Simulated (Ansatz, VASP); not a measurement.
## Two plane-wave programs on MgO

File INCAR:

```
SYSTEM = MgO
  PREC = Accurate
  ENCUT = 520
  EDIFF = 1E-8
  ISMEAR = -1
  SIGMA = 0.05
  LREAL = .FALSE.
  LASPH = .TRUE.
  NELM = 100
  ALGO = Normal
  ISIF = 2
  LWAVE = .FALSE.
  LCHARG = .FALSE.
  GGA = PE
  LEFG = .TRUE.
  NBANDS = 11
```

KPOINTS

```
Automatic mesh
0
G
  16 16 16
  0 0 0
```

POSCAR

```
MgO
1.0
    0.0000000000      2.1054329998      2.1054329998
    2.1054329998      0.0000000000      2.1054329998
    2.1054329998      2.1054329998      0.0000000000
Mg O
1 1
Direct
    0.0000000000      0.0000000000      0.0000000000
    0.5000000000      0.5000000000      0.5000000000
```

Input for Ansatz:

```yaml
crystal:
  lattice:
    - [0.0, 2.1054329998, 2.1054329998]
    - [2.1054329998, 0.0, 2.1054329998]
    - [2.1054329998, 2.1054329998, 0.0]
  atoms:
    - { symbol: Mg, position: [0.0, 0.0, 0.0] }
    - { symbol: O, position: [0.5, 0.5, 0.5] }
kpoints:
  mp_grid: { grid: [16, 16, 16] }
scf:
  occupations: { method: fermi_dirac, width: 0.05 }
hamiltonian:
  xc: pbe
  pseudopotentials: { kind: paw }
output:
  forces: true
  stress: true
  eigenvalues: true
  efg: { contact_densities: true }
```

Change from the starting cell: volume scaled by 0.97, PAW files.

Alike in both runs: task electric field gradients; functional PBE; k mesh 16 × 16 × 16; occupations fermi-dirac, width 0.05 eV; no spin polarisation.

|  | VASP | Ansatz |
| --- | --- | --- |
| version | VASP 6.6.1 | Ansatz 0.2.0 |
| potentials or method | VASP PAW PBE potentials, release 64 (Mg, O) | PAW with Ansatz's default frozen-core files, scalar-relativistic |
| plane-wave cutoff (eV) | 520 | 420 |
| valence electrons in the cell | 8 | 16 |

VASP gave:

* gap on the k mesh at the Fermi level (eV): 4.73
* pressure (GPa): 4.1

Q: What did Ansatz give for the same quantities?

A: gap on the k mesh at the Fermi level (eV): 4.75; pressure (GPa): 4.8.

VASP's potentials hold 8 valence electrons a cell and Ansatz's 16, so a difference there can come from the potentials and not from the codes.
